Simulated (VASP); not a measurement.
Al3B2As: relaxation of cell and atoms with PBE

The system is Al3B2As.

```
Al B As
1.0
     5.47357   -1.93486    0.00000
     5.47357    1.93486    0.00000
    -0.17784    0.00000    3.87021
Al B As
3 2 1
Cartesian
  8.0279 0.3200 2.9148
  5.3847 -0.7618 1.9351
  2.7414 0.3200 0.9554
  7.0495 0.3092 0.9526
  3.7198 0.3092 2.9176
  5.4736 1.4377 0.0000
```

| Property | Result |
| --- | --- |
| Program | VASP 6.6.1 |
| Task | relaxation of cell and atoms |
| Functional | PBE |
| Potentials or basis | VASP PAW PBE potentials, release 64 (Al, B, As) |
| Cutoff | 600 eV |
| k mesh | 6 × 6 × 4 |
| Occupations | gaussian, width 0.1 eV |
| Spin | no spin polarisation |
| Dipole correction | no |
| Further INCAR settings | ALGO = Normal; EDIFF = 1e-06; IBRION = 2; EDIFFG = -0.04; NSW = 90; ISIF = 3 |

```
Relaxed volume                         : 13.71 Å³/atom
Relaxed cell                           : a = 5.810 Å, b = 5.810 Å, c = 3.880 Å, α = 92.58°, β = 92.58°, γ = 38.97°
Space group after relaxing (to 0.05 Å) : C2 (No. 5)
Energy gained by relaxing              : 0.1 meV/atom
Ionic steps                            : 2
Pressure after relaxing                : -0.1 GPa
Largest force after relaxing           : 0.030 eV/Å
Band gap on the k mesh                 : 0.60 eV, indirect (least direct gap 1.00 eV)
```

Forces on the atoms (eV/Å):
```
Al  -0.014 -0.001  0.019
Al   0.000  0.030  0.000
Al   0.014 -0.001 -0.019
B    0.024 -0.002  0.011
B   -0.024 -0.002 -0.011
As   0.000 -0.022  0.000
```

Step by step:
```
step  energy change (eV)  largest force (eV/Å)  pressure (GPa)  volume (Å³)
   1              0.0000                0.0486            0.28        81.98
   2             -0.0007                0.0299           -0.11        82.26
```

Final structure:
```
Al B As
1.0
     5.47725   -1.93786   -0.00511
     5.47725    1.93786   -0.00511
    -0.18157    0.00000    3.87532
Al B As
3 2 1
Direct
  0.66280 0.82812 0.75347
  0.69634 0.30366 0.50000
  0.17188 0.33720 0.24653
  0.56813 0.72812 0.24639
  0.27188 0.43187 0.75361
  0.12907 0.87093 0.00000
```

Levels at points of the mesh, in eV from the valence-band top:
```tsv
k point	band 8	band 9	band 10	band 11	band 12	band 13
(0.00, 0.00, 0.00)	-1.99	-1.81	-0.63	1.17	1.83	2.53
(0.50, 0.00, 0.00)	-1.91	-1.11	-0.33	0.96	1.94	2.28
(0.50, 0.50, 0.00)	-1.91	-1.77	-0.63	0.60	1.27	2.19
(0.00, 0.00, 0.50)	-1.75	-1.74	-0.07	1.24	1.32	1.71
(0.50, 0.00, 0.50)	-4.23	-2.38	-1.64	0.60	0.96	4.21
(0.50, 0.50, 0.50)	-1.54	-1.48	-1.24	1.04	1.60	3.64
```

It took 72 s on 1 thread of Intel(R) Xeon(R) 6975P-C (Granite Rapids) (shared host), peak memory 0.3 GiB.

A k mesh can miss the band edges. A hybrid or GW would open this gap; PBE tends to underestimate it.
